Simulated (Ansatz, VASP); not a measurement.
**GaP in VASP and in Ansatz**

```xyz
2
Lattice="2.6426 2.6426 0.0000 -2.6426 2.6426 0.0000 0.0000 2.6426 2.6426" Properties=species:S:1:pos:R:3 pbc="T T T"
Ga    0.0000    0.0000    0.0000
P     1.3213    3.9639    1.3213
```

Alike in both runs: task single point; functional r2SCAN; k mesh 8 × 8 × 8; no spin polarisation.

|  | VASP | Ansatz |
| --- | --- | --- |
| version | VASP 6.6.1 | Ansatz 0.2.0 |
| potentials or method | VASP PAW PBE potentials, release 64 (Ga_d, P) | PAW with Ansatz's default frozen-core files, scalar-relativistic |
| plane-wave cutoff (eV) | 520 | 500 |
| occupations | gaussian, width 0.01 eV | fixed |
| valence electrons in the cell | 18 | 18 |

VASP gave:

- gap on the k mesh at the Fermi level (eV): 1.71
- pressure (GPa): 9.9

Estimate Ansatz's values.

gap on the k mesh at the Fermi level (eV): 1.70; pressure (GPa): 10.0.

VASP's potentials were made for PBE, not for r2SCAN.
